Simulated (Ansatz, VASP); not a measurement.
# One calculation of Sn, two programs

The input INCAR:

```
SYSTEM = Sn
  ALGO = Normal
  EDIFF = 1E-8
  ENCUT = 520
  ISIF = 2
  ISMEAR = -1
  LASPH = .TRUE.
  LCHARG = .FALSE.
  LEFG = .TRUE.
  LREAL = .FALSE.
  LWAVE = .FALSE.
  NBANDS = 21
  NELM = 60
  PREC = Accurate
  SIGMA = 0.03
```

File KPOINTS:

```
k-points
0
G
  9 9 9
  0 0 0
```

The input POSCAR:

```
Sn
1.0
    0.0000000000      3.2456000000      3.2131440000
    3.2456000000      0.0000000000      3.2131440000
    3.2456000000      3.2456000000      0.0000000000
Sn
2
Direct
    0.5000000000      0.5000000000      0.5000000000
    0.7500000000      0.7500000000      0.7500000000
```

Input for Ansatz:

```yaml
crystal:
  lattice:
    - [0.0, 3.2456, 3.213144]
    - [3.2456, 0.0, 3.213144]
    - [3.2456, 3.2456, 0.0]
  atoms:
    - { symbol: Sn, position: [0.5, 0.5, 0.5] }
    - { symbol: Sn, position: [0.75, 0.75, 0.75] }
kpoints:
  mp_grid: { grid: [9, 9, 9] }
scf:
  occupations: { method: fermi_dirac, width: 0.03 }
hamiltonian:
  xc: lda
  pseudopotentials: { kind: all_electron, datasets: crystal }
output:
  forces: true
  stress: true
  eigenvalues: true
  efg: { contact_densities: true }
```

Change from the starting cell: zz strain of -1 %, crystal datasets.

Alike in both runs: task electric field gradients; functional LDA; k mesh 9 × 9 × 9; occupations fermi-dirac, width 0.03 eV; no spin polarisation.

```csv
,VASP,Ansatz
version,VASP 6.6.1,Ansatz 0.2.0
potentials or method,"VASP PAW LDA potentials, release 64 (Sn_d), cutoff 520 eV","all-electron PAW with datasets made for the crystal, scalar-relativistic"
```

|  | VASP | Ansatz | Ansatz less VASP |
| --- | --- | --- | --- |
| pressure (GPa) | 0.1 | 0.1 | +0.02 |
| traceless stress, the component that is largest in VASP (GPa) | 0.21 | 0.20 | -0.008 |
| size of Vzz on the site where it differs most (V/Å²) | 1.4 | 1.8 | +0.37 |

LDA's correlation is that of Perdew and Zunger in VASP and of Perdew and Wang (1992) in Ansatz. Ansatz ran all-electron here, and VASP with PAW potentials.
